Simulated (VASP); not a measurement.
Write the native input for VASP 6.6.1 that does the following.

```yaml
Task: single point
Functional: LDA
Potentials_or_basis: VASP PAW LDA potentials, release 64 (Fe)
Cutoff: 520 eV
k_mesh: 12 × 12 × 12
Occupations: fermi-dirac, width 0.05 eV
Spin: collinear spin, ferromagnetic start
Starting_moments: "[3.5] μB"
Dipole_correction: no
Further_INCAR_settings: ALGO = Normal; EDIFF = 1e-06; NBANDS = 14
```

The structure of Fe lies in POSCAR:

```
Fe
1.0
   -1.3744547120      1.3744547120      1.3744547120
    1.3744547120     -1.3744547120      1.3744547120
    1.3744547120      1.3744547120     -1.3744547120
Fe
1
Direct
    0.0000000000      0.0000000000      0.0000000000
```

The input as run:

INCAR

```
ALGO = Normal ; EDIFF = 1E-6
ENCUT = 520 ; GGA = CA
ISIF = 2 ; ISMEAR = -1
ISPIN = 2 ; LASPH = T
LCHARG = F ; LMAXMIX = 4
LORBIT = 11 ; LREAL = F
LWAVE = F ; MAGMOM = 3.5
NBANDS = 14 ; NELM = 150
PREC = Accurate ; SIGMA = 0.05
```

KPOINTS

```
k-points
0
Gamma
  12 12 12
```

Potentials or basis: VASP PAW LDA potentials, release 64 (Fe).

Command:

```sh
$ cat potpaw_LDA.64/Fe/POTCAR > POTCAR
$ mpirun -np 1 vasp_std > vasp.out
```

It gave:

The pressure is -0.6 GPa. The net moment is 1.95 μB per cell. The site moments are Fe +1.92 μB and the valence electrons inside the program's atomic spheres are Fe 7.48.

It took 48 s on 1 thread of AMD EPYC 7571, on a shared host, peak memory 0.1 GiB.
